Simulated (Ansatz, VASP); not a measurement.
One calculation of GaSb, two programs

```
CELL_PARAMETERS angstrom
0.00000 3.09654 3.09654
3.09654 0.00000 3.09654
3.09654 3.09654 0.00000
ATOMIC_POSITIONS crystal
Ga 0.00000 0.00000 0.00000
Sb 0.25000 0.25000 0.25000
```

Change from the starting cell: hydrostatic strain +1.0%.

Alike in both runs: task single point; functional HSE06; k mesh 6 × 6 × 6; occupations fermi-dirac, width 0.02 eV; no spin polarisation.

```csv
,VASP,Ansatz
version,VASP 6.6.1,Ansatz 0.2.0
potentials or method,"VASP PAW PBE potentials, release 64 (Ga_d, Sb)","plane waves, PAW"
plane-wave cutoff (eV),520,420
valence electrons in the cell,18,28
```

```tsv
	VASP	Ansatz	Ansatz less VASP
pressure (GPa)	-1.8	-1.3	+0.48
```

With one functional, cell and mesh, what is left measures potentials, basis and numerics. VASP's potentials hold 18 valence electrons a cell and Ansatz's 28, so a difference there can come from the potentials and not from the codes. Ansatz's warnings: stress exchange threshold loose, stress scf threshold loose.

Neither program's run includes spin-orbit coupling.
